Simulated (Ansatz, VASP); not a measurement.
Two plane-wave programs on Be3CdS4

```
CELL_PARAMETERS angstrom
3.58032 0.00000 0.00001
0.00001 3.58031 0.00002
-0.00042 0.00038 10.56207
ATOMIC_POSITIONS crystal
Be 0.49999 0.50011 0.27590
Be 0.00003 0.00000 0.50000
Be 0.50011 0.49999 0.72410
Cd 0.99982 0.99984 0.00000
S 0.49993 0.00008 0.16732
S 0.50003 0.00002 0.61174
S 0.00001 0.50004 0.38826
S 0.00009 0.49993 0.83268
```

Change from the starting cell: cell x1, atoms moved at random (sigma 0.05 Å) and cell strained at random (1.5 %), then relaxed without symmetry.

Alike in both runs: functional PBE; k mesh 4 × 4 × 2; occupations gaussian, width 0.1 eV; no spin polarisation.

Ansatz relaxed the structure, and its values are those at the end. VASP's run is a single point on that final structure, the one shown.

|  | VASP | Ansatz |
| --- | --- | --- |
| version | VASP 6.6.1 | Ansatz 0.2.0 |
| potentials or method | VASP PAW PBE potentials, release 64 (Be, Cd, S), cutoff 520 eV | scalar-relativistic, plane waves, PAW |
| valence electrons in the cell | 42 | 50 |

Ansatz gave:

| Item | Value |
| --- | --- |
| gap on the k mesh at the Fermi level (eV) | 2.84 |
| least direct gap on the mesh (eV) | 2.84 |
| pressure (GPa) | 0.0 |
| rms of the force components (eV/Å) | 0.002 |

Problem. Which values does VASP return?

Solution. gap on the k mesh at the Fermi level (eV): 2.86; least direct gap on the mesh (eV): 2.86; pressure (GPa): 0.2; rms of the force components (eV/Å): 0.015.

With one functional, cell and mesh, what is left measures potentials, basis and numerics. VASP's potentials hold 42 valence electrons a cell and Ansatz's 50, so a difference there can come from the potentials and not from the codes.

The k mesh is coarse, so the values compare programs but aren't converged.
